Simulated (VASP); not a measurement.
# Li4Si (Pm-3m) in VASP: further runs, part 2 of 2

VASP 6.6.1.

## (3) Relaxation of cell and atoms, PBE

Input file INCAR:

```
SYSTEM = Li4Si
PREC = Accurate ; ENCUT = 600
EDIFF = 1E-7 ; ISMEAR = 0
SIGMA = 0.1 ; LREAL = .FALSE.
LASPH = .TRUE. ; NELM = 100
ALGO = Normal ; ISIF = 3
LWAVE = .FALSE. ; LCHARG = .FALSE.
GGA = PE ; IBRION = 2
NSW = 100 ; EDIFFG = -0.01
```

Input file KPOINTS:

```
Automatic mesh
0
G
  8 8 8
  0 0 0
```

Input file POSCAR:

```
Li4Si
1.0
    4.8352002387      0.0000000000      0.0000000000
    0.0000000000      4.8352002387      0.0000000000
    0.0000000000      0.0000000000      4.8352002387
Li Si
4 1
Direct
    0.0000000000      0.5000000000      0.5000000000
    0.5000000000      0.0000000000      0.5000000000
    0.5000000000      0.5000000000      0.0000000000
    0.0000000000      0.0000000000      0.0000000000
    0.5000000000      0.5000000000      0.5000000000
```

Potentials or basis: VASP PAW PBE potentials, release 64 (Li_sv, Si).

Command:

```
$ cat potpaw_PBE.64/Li_sv/POTCAR potpaw_PBE.64/Si/POTCAR > POTCAR
$ mpirun -np 1 vasp_std > vasp.out
```

OUTCAR:

```text
SYSTEM = Li4Si
   PREC = Accurate
   ENCUT = 600
   EDIFF = 1E-7
   ISMEAR = 0
   LREAL = .FALSE.
   LASPH = .TRUE.
   NELM = 100
   ISIF = 3
   GGA = PE
   IBRION = 2
   NSW = 100
   EDIFFG = -0.01

 ion  position               nearest neighbor table
   1  0.000  0.500  0.500-   5 2.42   5 2.42
   2  0.500  0.000  0.500-   5 2.42   5 2.42
   3  0.500  0.500  0.000-   5 2.42   5 2.42
   4  0.000  0.000  0.000-
   5  0.500  0.500  0.500-   1 2.42   2 2.42   3 2.42   3 2.42   2 2.42   1 2.42

  LATTYP: Found a simple cubic cell.
 ALAT       =     4.8352002387

  Lattice vectors:

 A1 = (   4.8352002387,   0.0000000000,   0.0000000000)
 A2 = (   0.0000000000,   4.8352002387,   0.0000000000)
 A3 = (   0.0000000000,   0.0000000000,   4.8352002387)

Analysis of symmetry for initial positions (statically):
=====================================================================
 Subroutine PRICEL returns:
 Original cell was already a primitive cell.

 Routine SETGRP: Setting up the symmetry group for a
 simple cubic supercell.

[... 183 lines left out ...]
      1     -47.2749      2.00000
      2     -44.8217      2.00000
      3     -44.8160      2.00000
      4     -44.8160      2.00000
      5      -5.7603      2.00000
      6      -0.0694      2.00000
      7      -0.0694      2.00000
      8      -0.0694      2.00000
      9       0.6768      1.16150
     10       4.5511      0.00000
     11       4.5511      0.00000
     12       5.2727      0.00000
[... 331 lines left out ...]
 k-point    24 :       0.5000    0.3750    0.1250
  band No.  band energies     occupation
      1     -47.2748      2.00000
      2     -44.8184      2.00000
      3     -44.8177      2.00000
      4     -44.8171      2.00000
      5      -5.5521      2.00000
      6      -0.8886      2.00000
      7      -0.5592      2.00000
      8       0.5809      1.88146
      9       0.9320      0.00066
     10       3.2956      0.00000
     11       3.5006      0.00000
     12       4.9877      0.00000

 [... further k-points ...]
[... 5 lines left out ...]
  --------------------------------------------------------------------------------------
  -------------------------------------------------------------------------------------
  Total       -0.0432290     -0.0432290     -0.0432290      0.0000000      0.0000000     -0.0000000
  in kB       -0.6126924     -0.6126924     -0.6126924      0.0000000      0.0000000     -0.0000000
  external PRESSURE =      -0.6126924 kB  Pullay stress =       0.0000000 kB

 VOLUME and BASIS-vectors are now :
 -----------------------------------------------------------------------------
  energy-cutoff  :      600.00
  volume of cell :      113.04
      direct lattice vectors                 reciprocal lattice vectors
     4.835200239  0.000000000  0.000000000     0.206816667  0.000000000  0.000000000
     0.000000000  4.835200239  0.000000000     0.000000000  0.206816667  0.000000000
     0.000000000  0.000000000  4.835200239     0.000000000  0.000000000  0.206816667

 POSITION                                       TOTAL-FORCE (eV/Angst)
 -----------------------------------------------------------------------------------
      0.00000      2.41760      2.41760         0.000000      0.000000      0.000000
      2.41760      0.00000      2.41760         0.000000      0.000000      0.000000
      2.41760      2.41760      0.00000         0.000000      0.000000      0.000000
      0.00000      0.00000      0.00000         0.000000      0.000000      0.000000
      2.41760      2.41760      2.41760         0.000000      0.000000      0.000000
 -----------------------------------------------------------------------------------
    total drift:                                0.000000      0.000000     -0.000000

  FREE ENERGIE OF THE ION-ELECTRON SYSTEM (eV)
  ---------------------------------------------------
  free  energy   TOTEN  =       -12.8581976229 eV

  energy  without entropy=      -12.8535432328  energy(sigma->0) =      -12.85587043

 reached required accuracy - stopping structural energy minimisation
```

OSZICAR:

```text
N       E                     dE             d eps       ncg     rms          rms(c)
DAV:   1     0.509797262480E+02    0.50980E+02   -0.71353E+03   840   0.136E+03
DAV:   2    -0.209004612407E+01   -0.53070E+02   -0.49552E+02  1016   0.243E+02
DAV:   3    -0.138205107503E+02   -0.11730E+02   -0.11660E+02  1604   0.629E+01
DAV:   4    -0.144899130112E+02   -0.66940E+00   -0.66872E+00  1084   0.261E+01
DAV:   5    -0.145661332273E+02   -0.76220E-01   -0.76213E-01  1364   0.597E+00    0.452E+00
DAV:   6    -0.129838700766E+02    0.15823E+01   -0.22474E+00   916   0.619E+00    0.210E+00
DAV:   7    -0.128760518431E+02    0.10782E+00   -0.49727E-01  1244   0.279E+00    0.996E-01
DAV:   8    -0.128663037222E+02    0.97481E-02   -0.11958E-01  1004   0.175E+00    0.338E-01
DAV:   9    -0.128578887848E+02    0.84149E-02   -0.15659E-02  1032   0.617E-01    0.258E-01
DAV:  10    -0.128592713150E+02   -0.13825E-02   -0.34295E-03  1080   0.321E-01    0.136E-01
DAV:  11    -0.128581750056E+02    0.10963E-02   -0.18576E-03   992   0.207E-01    0.170E-02
DAV:  12    -0.128581979707E+02   -0.22965E-04   -0.23920E-04  1256   0.804E-02    0.186E-02
DAV:  13    -0.128581999310E+02   -0.19603E-05   -0.55285E-06  1164   0.130E-02    0.124E-02
DAV:  14    -0.128581982115E+02    0.17195E-05   -0.60843E-06  1064   0.129E-02    0.404E-03
DAV:  15    -0.128581977741E+02    0.43737E-06   -0.59113E-07   976   0.469E-03    0.260E-03
DAV:  16    -0.128581976385E+02    0.13568E-06   -0.40762E-08   632   0.166E-03    0.509E-04
DAV:  17    -0.128581976229E+02    0.15524E-07   -0.12574E-08   488   0.957E-04
   1 F= -.12858198E+02 E0= -.12855870E+02  d E =-.128582E+02
```

CONTCAR:

```text
Li4Si
   1.00000000000000
     4.8352002386999997    0.0000000000000000    0.0000000000000000
     0.0000000000000000    4.8352002386999997    0.0000000000000000
     0.0000000000000000    0.0000000000000000    4.8352002386999997
  Li              Si
     4     1
Direct
     0.0000000000000000    0.5000000000000000    0.5000000000000000
     0.5000000000000000    0.0000000000000000    0.5000000000000000
     0.5000000000000000    0.5000000000000000    0.0000000000000000
     0.0000000000000000    0.0000000000000000    0.0000000000000000
     0.5000000000000000    0.5000000000000000    0.5000000000000000

  0.00000000E+00  0.00000000E+00  0.00000000E+00
  0.00000000E+00  0.00000000E+00  0.00000000E+00
  0.00000000E+00  0.00000000E+00  0.00000000E+00
  0.00000000E+00  0.00000000E+00  0.00000000E+00
  0.00000000E+00  0.00000000E+00  0.00000000E+00
```

Wall time 68 s (1 thread of AMD EPYC 7R43 (Zen 3), shared host); peak memory 0.21 GiB.

What came out:

| Property | Result |
| --- | --- |
| Free energy | -12.8582 eV |
| Pressure after relaxing | -0.1 GPa |
| Band gap on the k mesh | zero (band 8 reaches 0.67 eV, above the bottom of band 9 at 0.65 eV) |

Final structure:
```
Li Si
1.0
     4.83520    0.00000    0.00000
     0.00000    4.83520    0.00000
     0.00000    0.00000    4.83520
Li Si
4 1
Direct
  0.00000 0.50000 0.50000
  0.50000 0.00000 0.50000
  0.50000 0.50000 0.00000
  0.00000 0.00000 0.00000
  0.50000 0.50000 0.50000
```

Caveat: the cutoff is under 1.25 times the usual one of these potentials, so pressure, stress and relaxed cells hold a basis-set (Pulay) error; the relaxation stopped at its first step, so nothing moved.

## (4) Single point, PBE

Input file INCAR:

```
  PREC = Accurate
  ENCUT = 520
  EDIFF = 1E-6
  ISMEAR = 0
  SIGMA = 0.1
  LREAL = F
  LASPH = T
  NELM = 100
  ALGO = Normal
  ISIF = 2
  LWAVE = F
  LCHARG = F
  GGA = PE
  NBANDS = 16
```

Input file KPOINTS:

```
Automatic mesh
0
Gamma
  8 8 8
```

POSCAR is that of step 3.

Potentials or basis: VASP PAW PBE potentials, release 64 (Li_sv, Si).

Command:

```
$ cat potpaw_PBE.64/Li_sv/POTCAR potpaw_PBE.64/Si/POTCAR > POTCAR
$ mpirun -np 1 vasp_std > vasp.out
```

OUTCAR:

```text
PREC = Accurate
   ENCUT = 520
   EDIFF = 1E-6
   ISMEAR = 0
   LREAL = F
   LASPH = T
   NELM = 100
   ISIF = 2
   GGA = PE

 ion  position               nearest neighbor table
   1  0.000  0.500  0.500-   5 2.42   5 2.42
   2  0.500  0.000  0.500-   5 2.42   5 2.42
   3  0.500  0.500  0.000-   5 2.42   5 2.42
   4  0.000  0.000  0.000-
   5  0.500  0.500  0.500-   1 2.42   2 2.42   3 2.42   3 2.42   2 2.42   1 2.42

  LATTYP: Found a simple cubic cell.
 ALAT       =     4.8352002387
[... 650 lines left out ...]

 [... further k-points ...]
[... 5 lines left out ...]
  --------------------------------------------------------------------------------------
  -------------------------------------------------------------------------------------
  Total       -0.0133975     -0.0133975     -0.0133975      0.0000000     -0.0000000      0.0000000
  in kB       -0.1898849     -0.1898849     -0.1898849      0.0000000     -0.0000000      0.0000000
  external PRESSURE =      -0.1898849 kB  Pullay stress =       0.0000000 kB

 VOLUME and BASIS-vectors are now :
 -----------------------------------------------------------------------------
  energy-cutoff  :      520.00
  volume of cell :      113.04
      direct lattice vectors                 reciprocal lattice vectors
     4.835200239  0.000000000  0.000000000     0.206816667  0.000000000  0.000000000
     0.000000000  4.835200239  0.000000000     0.000000000  0.206816667  0.000000000
     0.000000000  0.000000000  4.835200239     0.000000000  0.000000000  0.206816667

 POSITION                                       TOTAL-FORCE (eV/Angst)
 -----------------------------------------------------------------------------------
      0.00000      2.41760      2.41760         0.000000      0.000000      0.000000
      2.41760      0.00000      2.41760         0.000000      0.000000      0.000000
      2.41760      2.41760      0.00000         0.000000      0.000000      0.000000
      0.00000      0.00000      0.00000         0.000000      0.000000      0.000000
      2.41760      2.41760      2.41760         0.000000      0.000000      0.000000
 -----------------------------------------------------------------------------------
    total drift:                                0.000000      0.000000      0.000000

  FREE ENERGIE OF THE ION-ELECTRON SYSTEM (eV)
  ---------------------------------------------------
  free  energy   TOTEN  =       -12.8587769505 eV

  energy  without entropy=      -12.8541241100  energy(sigma->0) =      -12.85645053
```

It took 45 s on 1 thread of AMD EPYC 7R43 (Zen 3), shared host; peak memory 0.18 GiB.

Results:

```yaml
Free_energy: -12.8588 eV
Band_gap_on_the_k_mesh: zero (band 8 reaches 0.67 eV, above the bottom of band 9 at 0.65 eV)
```

Caveat: the cutoff is under 1.25 times the usual one of these potentials, so pressure, stress and relaxed cells hold a basis-set (Pulay) error.
